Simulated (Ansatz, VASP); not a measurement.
## SnTe: VASP beside Ansatz

INCAR

```
SYSTEM = SnTe
ALGO     = Normal         ! electronic algorithm
EDIFF    = 1E-6           ! SCF threshold, eV
ENCUT    = 520            ! plane-wave cutoff, eV
GGA      = PE             ! functional
ISIF     = 2              ! what is computed and relaxed
ISMEAR   = 0              ! smearing method
LASPH    = .True.         ! aspherical terms in the spheres
LCHARG   = .False.        ! write CHGCAR
LREAL    = .False.        ! projectors in reciprocal space
LWAVE    = .False.        ! write WAVECAR
NBANDS   = 17             ! bands
NELM     = 80             ! most SCF steps
PREC     = Accurate       ! precision mode
SIGMA    = 0.03           ! smearing width, eV
```

Contents of KPOINTS:

```
k-points
0
Gamma
  10 10 10
  0 0 0
```

POSCAR

```
SnTe
1.0
    0.0000000000      3.1565000000      3.1565000000
    3.1565000000      0.0000000000      3.1565000000
    3.1565000000      3.1565000000      0.0000000000
Sn Te
1 1
Direct
    0.0158403295     -0.0475209884     -0.0158403295
    0.5000000000      0.5000000000      0.5000000000
```

Input for Ansatz:

```yaml
crystal:
  lattice:
    - [0.0, 3.1565, 3.1565]
    - [3.1565, 0.0, 3.1565]
    - [3.1565, 3.1565, 0.0]
  atoms:
    - { symbol: Sn, position: [0.0158403295, -0.0475209884, -0.0158403295] }
    - { symbol: Te, position: [0.5, 0.5, 0.5] }
basis:
  ecutwfc: 420
kpoints:
  mp_grid: { grid: [10, 10, 10] }
hamiltonian:
  xc: pbe
scf:
  occupations: { method: gaussian, width: 0.03 }
output:
  forces: true
  stress: true
  eigenvalues: true
```

Alike in both runs: task single point; functional PBE; k mesh 10 × 10 × 10; occupations gaussian, width 0.03 eV; no spin polarisation.

|  | VASP | Ansatz |
| --- | --- | --- |
| version | VASP 6.6.1 | Ansatz 0.2.0 |
| potentials or method | VASP PAW PBE potentials, release 64 (Sn_d, Te), cutoff 520 eV | scalar-relativistic, plane waves, PAW |
| valence electrons in the cell | 20 | 30 |

|  | VASP | Ansatz | Ansatz less VASP |
| --- | --- | --- | --- |
| gap on the k mesh at the Fermi level (eV) | 0.27 | 0.27 | -0.004 |
| least direct gap on the mesh (eV) | 0.27 | 0.27 | -0.004 |
| pressure (GPa) | 2.7 | 2.7 | +0.04 |
| traceless stress, the component that is largest in VASP (GPa) | 0.77 | 0.76 | -0.011 |
| rms of the force components (eV/Å) | 0.138 | 0.133 | -0.0045 |

Atom by atom the forces differ by 0.005 eV/Å (rms over components). VASP's potentials hold 20 valence electrons a cell and Ansatz's 30, so a difference there can come from the potentials and not from the codes.

Neither program's run includes spin-orbit coupling.
